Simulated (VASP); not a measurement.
# Ge (P6_3/mmc) in VASP: notebook

Runs on Ge. Level: LDA. Tasks: single point, relaxation of cell and atoms.

Everything below comes from runs of VASP 6.6.1. Logs are shortened: lines on timing, memory, paths and dates and some standing lists are left out, and cuts for length are marked.

## Step 1: The cell of the first run

Symmetry: P6_3/mmc, No. 194, hexagonal system. Conventional cell: a = 2.342 Å, b = 2.342 Å, c = 3.834 Å, α = 90.00°, β = 90.00°, γ = 120.00°. Within 3.1 Å of Ge (site symmetry -6m2) lie 12 Ge at 2.34 to 2.35 Å.

This isn't the form of Ge at room conditions, which is diamond.

## Step 2: Single point, LDA

Input file INCAR:

```
SYSTEM = Ge
PREC     = Accurate       ! precision mode
ENCUT    = 520            ! plane-wave cutoff, eV
EDIFF    = 1E-6           ! SCF threshold, eV
ISMEAR   = -1             ! smearing method
SIGMA    = 0.1            ! smearing width, eV
LREAL    = .FALSE.        ! projectors in reciprocal space
LASPH    = .TRUE.         ! aspherical terms in the spheres
NELM     = 80             ! most SCF steps
ALGO     = Normal         ! electronic algorithm
ISIF     = 2              ! what is computed and relaxed
LWAVE    = .FALSE.        ! write WAVECAR
LCHARG   = .TRUE.         ! write CHGCAR
LELF     = .TRUE.         ! ELF
LVHAR    = .TRUE.       
NBANDS   = 21             ! bands
```

Input file KPOINTS:

```
regular mesh
0
G
  18 18 10
  0 0 0
```

Input file POSCAR:

```
Ge
1.0
    2.3424009860      0.0000000000      0.0000000000
   -1.1712004930      2.0285787598      0.0000000000
    0.0000000000      0.0000000000      3.8340493689
Ge
2
Direct
    0.3333333333      0.6666666667      0.2500000000
    0.6666666667      0.3333333333      0.7500000000
```

Potentials or basis: VASP PAW LDA potentials, release 64 (Ge_d).

Command:

```
$ cat potpaw_LDA.64/Ge_d/POTCAR > POTCAR
$ mpirun -np 1 vasp_std > vasp.out
```

OUTCAR:

```text
SYSTEM = Ge
   PREC = Accurate
   ENCUT = 520
   EDIFF = 1E-6
   ISMEAR = -1
   LREAL = .FALSE.
   LASPH = .TRUE.
   NELM = 80
   ISIF = 2

 ion  position               nearest neighbor table
   1  0.333  0.667  0.250-   2 2.35   2 2.35   2 2.35   2 2.35   2 2.35   2 2.35
   2  0.667  0.333  0.750-   1 2.35   1 2.35   1 2.35   1 2.35   1 2.35   1 2.35

  LATTYP: Found a hexagonal cell.
 ALAT       =     2.3424009860
 C/A-ratio  =     1.6368031741

  Lattice vectors:

 A1 = (   2.3424009860,   0.0000000000,   0.0000000000)
 A2 = (  -1.1712004930,   2.0285787598,   0.0000000000)
 A3 = (   0.0000000000,   0.0000000000,   3.8340493689)

Analysis of symmetry for initial positions (statically):
=====================================================================
 Subroutine PRICEL returns:
 Original cell was already a primitive cell.

 Routine SETGRP: Setting up the symmetry group for a
 hexagonal supercell.

 Subroutine GETGRP returns: Found 24 space group operations
 (whereof 12 operations were pure point group operations)
 out of a pool of 24 trial point group operations.

The static configuration has the point symmetry D_3d.
 The point group associated with its full space group is D_6h.

Analysis of symmetry for dynamics (positions and initial velocities):
=====================================================================
 Subroutine PRICEL returns:
 Original cell was already a primitive cell.

 Routine SETGRP: Setting up the symmetry group for a
 hexagonal supercell.

 Subroutine GETGRP returns: Found 24 space group operations
 (whereof 12 operations were pure point group operations)
 out of a pool of 24 trial point group operations.

The dynamic configuration has the point symmetry D_3d.
 The point group associated with its full space group is D_6h.

 Subroutine INISYM returns: Found 24 space group operations
 (whereof 12 operations are pure point group operations),
 and found     1 'primitive' translations

----------------------------------------------------------------------------------------

                                     Primitive cell

  volume of cell :      18.2184

  direct lattice vectors                    reciprocal lattice vectors
     2.342400986  0.000000000  0.000000000     0.426912389  0.246477982  0.000000000
    -1.171200493  2.028578760  0.000000000     0.000000000  0.492955965  0.000000000
     0.000000000  0.000000000  3.834049369     0.000000000  0.000000000  0.260820846

  length of vectors
[... 80 lines left out ...]
   ENCUT  =  520.0 eV  38.22 Ry    6.18 a.u.   4.36  4.36  7.13*2*pi/ulx,y,z
   NELM   =     80;   NELMIN=  2; NELMDL= -5     # of ELM steps
   EDIFF  = 0.1E-05   stopping-criterion for ELM
   LREAL  =      F    real-space projection
   EDIFFG = 0.1E-04   stopping-criterion for IOM
   NSW    =      0    number of steps for IOM
   IBRION =     -1    ionic relax: 0-MD 1-quasi-New 2-CG
   NFREE  =      0    steps in history (QN), initial steepest desc. (CG)
   ISIF   =      2    stress and relaxation
   ISYM   =      2    0-nonsym 1-usesym 2-fastsym
   POTIM  = 0.5000    time-step for ionic-motion
   TEBEG  =    0.0;   TEEND  =   0.0 temperature during run
   PSTRESS=    0.0 pullay stress
   NELECT =      28.0000    total number of electrons
   NUPDOWN=      -1.0000    fix difference up-down
   EMIN   =  10.00;   EMAX   =-10.00  energy-range for DOS
   EFERMI =   0.00;   METHOD = LEGACY
   ISMEAR =    -1;   SIGMA  =   0.10  broadening in eV -4-tet -1-fermi 0-gaus
   EFERMI_NEDOS =   21; number of points for ismear=-14 and -15
   IALGO  =     38    algorithm
   IMIX   =      4    mixing-type and parameters
     AMIX     =   0.40;   BMIX     =  1.00
     AMIX_MAG =   1.60;   BMIX_MAG =  1.00
  volume/ion in A,a.u.               =       9.11        61.47
  Fermi-wavevector in a.u.,A,eV,Ry     =   1.889255  3.570174 48.563061  3.569284
  Thomas-Fermi vector in A             =   2.930888
   LORBIT       =      0    0 simple, 1 ext, 2 COOP (PROOUT), +10 PAW based schemes
   GGA     = CA    functional components
   LHFCALC =     F    Hartree Fock is set to
   AEXX    =    0.0000 exact exchange contribution
   IVDW    =     0    specifies the selected vdW correction
   LEPSILON=     F    determine dielectric tensor
   LRPA    =     F    only Hartree local field effects (RPA)
 non-spin polarized calculation
  energy-cutoff  :      520.00
  volume of cell :       18.22
 maximum number of plane-waves:       525
 NGX is ok and might be reduce to    18
   NGX =  9   NGY =  9   NGZ = 15

 number of electron      27.9999992 magnetization

 Free energy of the ion-electron system (eV)
  ---------------------------------------------------
  ext. energy  EPLUGINS =         0.00000000
  ---------------------------------------------------
  free energy    TOTEN  =        -2.60301328 eV

  energy without entropy =       -2.58841981  energy(sigma->0) =       -2.59571655

 E-fermi :  18.0016     XC(G=0): -15.8484

 val. band max:       17.9503841152   @ k =   0.1667  -0.0000   0.4000
 cond. band min:      18.0470112010   @ k =   0.2222   0.0556   0.2000
 fundamental gap:      0.0966270857
 Fermi energy:        18.0015904845

 k-point     1 :       0.0000    0.0000    0.0000
  band No.  band energies     occupation
      1      -8.8620      2.00000
      2      -8.5444      2.00000
      3      -8.4911      2.00000
      4      -8.4911      2.00000
      5      -8.4158      2.00000
      6      -8.4158      2.00000
[... 565 lines left out ...]
     20      31.6595      0.00000
     21      40.6308      0.00000

 [... further k-points ...]

------------------------ aborting loop because EDIFF is reached ----------------------------------------

  FORCE on cell =-STRESS in cart. coord.  units (eV):
  Direction    XX          YY          ZZ          XY          YZ          ZX
  --------------------------------------------------------------------------------------
  -------------------------------------------------------------------------------------
  Total       27.5995106     27.5995106     27.6000955     -0.0000000      0.0000000      0.0000000
  in kB     2427.1753166   2427.1753167   2427.2267544     -0.0000000      0.0000000      0.0000000
  external PRESSURE =    2427.1924626 kB  Pullay stress =       0.0000000 kB

 VOLUME and BASIS-vectors are now :
 -----------------------------------------------------------------------------
  energy-cutoff  :      520.00
  volume of cell :       18.22
      direct lattice vectors                 reciprocal lattice vectors
     2.342400986  0.000000000  0.000000000     0.426912389  0.246477982  0.000000000
    -1.171200493  2.028578760  0.000000000     0.000000000  0.492955965  0.000000000
     0.000000000  0.000000000  3.834049369     0.000000000  0.000000000  0.260820846

 POSITION                                       TOTAL-FORCE (eV/Angst)
 -----------------------------------------------------------------------------------
     -0.00000      1.35239      0.95851         0.000000      0.000000      0.000000
      1.17120      0.67619      2.87554        -0.000000      0.000000      0.000000
 -----------------------------------------------------------------------------------
    total drift:                                0.000000     -0.000000      0.000000

  FREE ENERGIE OF THE ION-ELECTRON SYSTEM (eV)
  ---------------------------------------------------
  free  energy   TOTEN  =        -2.6030132783 eV

  energy  without entropy=       -2.5884198147  energy(sigma->0) =       -2.59571655
```

It took 28 s on 1 thread of Intel Xeon 6975P-C (Granite Rapids), shared host; peak memory 0.17 GiB.

What came out:

- Free energy: -2.6030 eV
- Pressure: 242.7 GPa
- Band gap on the k mesh: zero (bands 14 and 15 overlap by 18.52 eV)

Caveat: the cell stands under pressure.

## Step 3: Single point, LDA

Input file INCAR:

```
ALGO = Normal ; EDIFF = 1E-6
ENCUT = 520 ; ISIF = 2
ISMEAR = -1 ; LASPH = True
LCHARG = True ; LELF = True
LREAL = False ; LVHAR = True
LWAVE = False ; NBANDS = 21
NELM = 100 ; PREC = Accurate
SIGMA = 0.1
```

Input file KPOINTS:

```
k-points
0
Gamma
  18 18 10
```

Input file POSCAR:

```
Ge
1.0
    2.3426091934      0.0000000000      0.0000000000
   -1.1713045967      2.0287590726      0.0000000000
    0.0000000000      0.0000000000      3.8344582801
Ge
2
Direct
    0.3333333333      0.6666666667      0.2500000000
    0.6666666667      0.3333333333      0.7500000000
```

Potentials or basis: VASP PAW LDA potentials, release 64 (Ge_d).

Command:

```
$ cat potpaw_LDA.64/Ge_d/POTCAR > POTCAR
$ mpirun -np 1 vasp_std > vasp.out
```

OUTCAR:

```text
EDIFF = 1E-6
   ENCUT = 520
   ISIF = 2
   ISMEAR = -1
   LASPH = True
   LREAL = False
   NELM = 100
   PREC = Accurate

 ion  position               nearest neighbor table
   1  0.333  0.667  0.250-   2 2.35   2 2.35   2 2.35   2 2.35   2 2.35   2 2.35
   2  0.667  0.333  0.750-   1 2.35   1 2.35   1 2.35   1 2.35   1 2.35   1 2.35

  LATTYP: Found a hexagonal cell.
 ALAT       =     2.3426091934
 C/A-ratio  =     1.6368322514

  Lattice vectors:

 A1 = (   2.3426091934,   0.0000000000,   0.0000000000)
 A2 = (  -1.1713045967,   2.0287590726,   0.0000000000)
 A3 = (   0.0000000000,   0.0000000000,   3.8344582801)

Analysis of symmetry for initial positions (statically):
=====================================================================
 Subroutine PRICEL returns:
 Original cell was already a primitive cell.

 Routine SETGRP: Setting up the symmetry group for a
 hexagonal supercell.

 Subroutine GETGRP returns: Found 24 space group operations
 (whereof 12 operations were pure point group operations)
 out of a pool of 24 trial point group operations.

The static configuration has the point symmetry D_3d.
 The point group associated with its full space group is D_6h.

Analysis of symmetry for dynamics (positions and initial velocities):
=====================================================================
 Subroutine PRICEL returns:
 Original cell was already a primitive cell.

 Routine SETGRP: Setting up the symmetry group for a
 hexagonal supercell.

 Subroutine GETGRP returns: Found 24 space group operations
 (whereof 12 operations were pure point group operations)
 out of a pool of 24 trial point group operations.

The dynamic configuration has the point symmetry D_3d.
 The point group associated with its full space group is D_6h.

 Subroutine INISYM returns: Found 24 space group operations
 (whereof 12 operations are pure point group operations),
 and found     1 'primitive' translations

----------------------------------------------------------------------------------------
[... 110 lines left out ...]
   IALGO  =     38    algorithm
   IMIX   =      4    mixing-type and parameters
     AMIX     =   0.40;   BMIX     =  1.00
     AMIX_MAG =   1.60;   BMIX_MAG =  1.00
  volume/ion in A,a.u.               =       9.11        61.49
  Fermi-wavevector in a.u.,A,eV,Ry     =   1.889076  3.569836 48.553854  3.568608
  Thomas-Fermi vector in A             =   2.930749
   LORBIT       =      0    0 simple, 1 ext, 2 COOP (PROOUT), +10 PAW based schemes
   GGA     = CA    functional components
   LHFCALC =     F    Hartree Fock is set to
   AEXX    =    0.0000 exact exchange contribution
   IVDW    =     0    specifies the selected vdW correction
   LEPSILON=     F    determine dielectric tensor
   LRPA    =     F    only Hartree local field effects (RPA)
 non-spin polarized calculation
  energy-cutoff  :      520.00
  volume of cell :       18.22
 maximum number of plane-waves:       525
 NGX is ok and might be reduce to    18
   NGX =  9   NGY =  9   NGZ = 15

 number of electron      27.9999993 magnetization

 Free energy of the ion-electron system (eV)
  ---------------------------------------------------
  ext. energy  EPLUGINS =         0.00000000
  ---------------------------------------------------
  free energy    TOTEN  =        -2.61087326 eV

  energy without entropy =       -2.59627848  energy(sigma->0) =       -2.60357587

 E-fermi :  17.9955     XC(G=0): -15.8465

 val. band max:       17.9438407655   @ k =   0.1667   0.0000   0.4000
 cond. band min:      18.0409879141   @ k =   0.2222   0.0556   0.2000
 fundamental gap:      0.0971471486
 Fermi energy:        17.9954676316

 k-point     1 :       0.0000    0.0000    0.0000
  band No.  band energies     occupation
      1      -8.8664      2.00000
      2      -8.5492      2.00000
      3      -8.4959      2.00000
      4      -8.4959      2.00000
      5      -8.4207      2.00000
      6      -8.4207      2.00000
[... 565 lines left out ...]
     20      31.6511      0.00000
     21      40.6222      0.00000

 [... further k-points ...]

------------------------ aborting loop because EDIFF is reached ----------------------------------------

  FORCE on cell =-STRESS in cart. coord.  units (eV):
  Direction    XX          YY          ZZ          XY          YZ          ZX
  --------------------------------------------------------------------------------------
  -------------------------------------------------------------------------------------
  Total       27.5785259     27.5785259     27.5776630      0.0000000     -0.0000000      0.0000000
  in kB     2424.6401734   2424.6401733   2424.5643041      0.0000000     -0.0000000      0.0000000
  external PRESSURE =    2424.6148836 kB  Pullay stress =       0.0000000 kB

 VOLUME and BASIS-vectors are now :
 -----------------------------------------------------------------------------
  energy-cutoff  :      520.00
  volume of cell :       18.22
      direct lattice vectors                 reciprocal lattice vectors
     2.342609193  0.000000000  0.000000000     0.426874445  0.246456076  0.000000000
    -1.171304597  2.028759073  0.000000000     0.000000000  0.492912152  0.000000000
     0.000000000  0.000000000  3.834458280     0.000000000  0.000000000  0.260793032

 POSITION                                       TOTAL-FORCE (eV/Angst)
 -----------------------------------------------------------------------------------
     -0.00000      1.35251      0.95861        -0.000000      0.000000      0.000000
      1.17130      0.67625      2.87584         0.000000      0.000000     -0.000000
 -----------------------------------------------------------------------------------
    total drift:                               -0.000000      0.000000     -0.000000

  FREE ENERGIE OF THE ION-ELECTRON SYSTEM (eV)
  ---------------------------------------------------
  free  energy   TOTEN  =        -2.6108732636 eV

  energy  without entropy=       -2.5962784760  energy(sigma->0) =       -2.60357587
```

It took 28 s on 1 thread of Intel Xeon 6975P-C (Granite Rapids), shared host; peak memory 0.17 GiB.

Results:

```yaml
Free_energy: -2.6109 eV
Pressure: 242.5 GPa
Band_gap_on_the_k_mesh: zero (bands 14 and 15 overlap by 18.52 eV)
```

Levels at points of the mesh, in eV from the Fermi level:
| k point | band 10 | band 11 | band 12 | band 13 | band 14 | band 15 | band 16 | band 17 | band 18 | band 19 |
| --- | --- | --- | --- | --- | --- | --- | --- | --- | --- | --- |
| (0.00, 0.00, 0.00) | -25.87 | -22.16 | -11.92 | -10.38 | 12.89 | 12.89 | 15.44 | 15.44 | 15.84 | 17.53 |
| (0.50, 0.00, 0.00) | -25.78 | -12.51 | -12.29 | -3.13 | -2.71 | -0.65 | -0.09 | 3.82 | 9.49 | 13.34 |
| (0.00, 0.00, 0.50) | -26.01 | -19.43 | -19.43 | 1.98 | 1.98 | 15.25 | 15.25 | 15.25 | 15.25 | 16.79 |
| (0.50, 0.00, 0.50) | -25.80 | -10.78 | -10.78 | -8.49 | -8.49 | 6.85 | 6.85 | 8.92 | 8.92 | 10.58 |

Caveat: the cell stands under pressure.

## Step 4: Relaxation of cell and atoms, LDA, target pressure 240 GPa, at which the enthalpy is minimised

Input file INCAR:

```
PREC     = Accurate       # precision mode
ENCUT    = 600            # plane-wave cutoff, eV
EDIFF    = 1E-6           # SCF threshold, eV
ISMEAR   = -1             # smearing method
SIGMA    = 0.1            # smearing width, eV
LREAL    = False          # projectors in reciprocal space
LASPH    = True           # aspherical terms in the spheres
NELM     = 60             # most SCF steps
ALGO     = Normal         # electronic algorithm
ISIF     = 3              # what is computed and relaxed
LWAVE    = False          # write WAVECAR
LCHARG   = False          # write CHGCAR
IBRION   = 2              # ionic algorithm
NSW      = 60             # ionic steps
EDIFFG   = -0.005         # ionic threshold
PSTRESS  = 2400.0
```

Input file KPOINTS:

```
Automatic mesh
0
Gamma
  18 18 10
```

Input file POSCAR:

```
Ge
1.0
    2.3502137541      0.0000000000      0.0000000000
   -1.1751068770      2.0353448154      0.0000000000
    0.0000000000      0.0000000000      3.8073462816
Ge
2
Direct
    0.3333333333      0.6666666667      0.2500000000
    0.6666666667      0.3333333333      0.7500000000
```

Command:

```
$ cat potpaw_LDA.64/Ge_d/POTCAR > POTCAR
$ mpirun -np 1 vasp_std > vasp.out
```

Run time: 6.3 min. Hardware: 1 thread of Intel Xeon 8259CL, shared host; peak memory 0.19 GiB.

The run converged. Its results:

* Free energy: -2.6939 eV
* Relaxed volume: 9.14 Å³/atom
* Relaxed cell: a = 2.345 Å, b = 2.345 Å, c = 3.839 Å, α = 90.00°, β = 90.00°, γ = 120.00°
* Space group after relaxing (to 0.1 Å): P6_3/mmc (No. 194)
* Energy change on relaxing (the run minimises the enthalpy): -50.8 meV/atom
* Ionic steps: 6
* Pressure after relaxing: 240.1 GPa
* Band gap on the k mesh: zero (bands 14 and 15 overlap by 18.49 eV)

Stress tensor (GPa, compression positive):
```
240.08   0.00   0.00
  0.00 240.08   0.00
  0.00   0.00 239.99
```

The path:
```csv
step,energy change (eV),largest force (eV/Å),pressure (GPa),volume (Å³)
1,0.0000,0.0000,243.14,18.21
2,-0.6862,0.0000,220.71,18.69
3,-0.1427,0.0000,238.83,18.31
4,-0.0804,0.0000,240.61,18.26
5,-0.1025,0.0000,240.11,18.28
6,-0.1017,0.0000,240.05,18.28
```

Final structure:
```yaml
crystal:
  lattice:
    - [2.34485, 0.00000, 0.00000]
    - [-1.17242, 2.03070, 0.00000]
    - [0.00000, 0.00000, 3.83866]
  atoms:
    - { symbol: Ge, position: [0.33333, 0.66667, 0.25000] }
    - { symbol: Ge, position: [0.66667, 0.33333, 0.75000] }
```

Levels at points of the mesh, in eV from the Fermi level:
```csv
k point,band 10,band 11,band 12,band 13,band 14,band 15,band 16,band 17,band 18
"(0.00, 0.00, 0.00)",-25.86,-22.11,-11.89,-10.37,12.86,12.86,15.41,15.41,15.84
"(0.50, 0.00, 0.00)",-25.78,-12.48,-12.27,-3.12,-2.70,-0.66,-0.08,3.82,9.47
"(0.00, 0.00, 0.50)",-26.00,-19.39,-19.39,1.97,1.97,15.22,15.22,15.22,15.22
"(0.50, 0.00, 0.50)",-25.79,-10.75,-10.75,-8.48,-8.48,6.83,6.83,8.90,8.90
```

Caveat: the cell is relaxed towards a set pressure, so the run minimises the enthalpy, not the energy.

(Continued in part 2 of 2.)
